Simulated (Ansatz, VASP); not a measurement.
Si2Sb2Se: VASP beside Ansatz

INCAR

```
SYSTEM = Si2Sb2Se
ALGO = Normal
EDIFF = 1E-6
EDIFFG = -0.04
ENCUT = 600
GGA = PE
IBRION = 2
ISIF = 3
ISMEAR = 0
LASPH = .True.
LCHARG = .False.
LREAL = .False.
LWAVE = .False.
NELM = 60
NSW = 90
PREC = Accurate
SIGMA = 0.1
```

Contents of KPOINTS:

```
k-points
0
Gamma
  6 6 4
  0 0 0
```

File POSCAR:

```
Si2Sb2Se
1.0
    4.8324871700      0.0000000000      0.0000000000
   -2.4162435900      4.1850566500      0.0000000000
    0.0000000000      0.0000000000      6.6969315700
Si Sb Se
2 2 1
Direct
    0.3333333300      0.6666666700      0.5000000000
    0.6666666700      0.3333333300      0.5000000000
    0.3333333300      0.6666666700      0.0000000000
    0.6666666700      0.3333333300      0.0000000000
    0.0000000000      0.0000000000      0.0000000000
```

Input for Ansatz:

```yaml
crystal:
  lattice:
    - [4.83248717, 0.0, 0.0]
    - [-2.41624359, 4.18505665, 0.0]
    - [0.0, 0.0, 6.69693157]
  atoms:
    - { symbol: Si, position: [0.33333333, 0.66666667, 0.5] }
    - { symbol: Si, position: [0.66666667, 0.33333333, 0.5] }
    - { symbol: Sb, position: [0.33333333, 0.66666667, 0.0] }
    - { symbol: Sb, position: [0.66666667, 0.33333333, 0.0] }
    - { symbol: Se, position: [0.0, 0.0, 0.0] }
basis:
  ecutwfc: 420
kpoints:
  mp_grid: { grid: [6, 6, 4] }
hamiltonian:
  xc: pbe
scf:
  occupations: { method: gaussian, width: 0.1 }
  lower_state_search: "off"
output:
  forces: true
  stress: true
  eigenvalues: true
relax:
  adjacent_minimum: "off"
  f_tol: 0.04
  max_steps: 70
  cell: { stress_tol: 0.4 }
```

Alike in both runs: task relaxation of cell and atoms; functional PBE; k mesh 6 × 6 × 4; occupations gaussian, width 0.1 eV; no spin polarisation.

|  | VASP | Ansatz |
| --- | --- | --- |
| version | VASP 6.6.1 | Ansatz 0.2.0 |
| potentials or method | VASP PAW PBE potentials, release 64 (Si, Sb, Se), cutoff 600 eV | scalar-relativistic, plane waves, PAW |
| valence electrons in the cell | 24 | 54 |

```csv
,VASP,Ansatz,Ansatz less VASP
"gap on the k mesh at the Fermi level, each at its own relaxed structure (eV)",none,none,-
relaxed volume (Å³/atom),25.54,25.49,-0.050
relaxed length of the cell vector where the two differ most in proportion (Å),5.481,5.472,-0.0084
```

A gap of «none» marks a metal or a gap that the smearing closes. VASP's potentials hold 24 valence electrons a cell and Ansatz's 54, so a difference there can come from the potentials and not from the codes.

Spin-orbit coupling is off throughout.
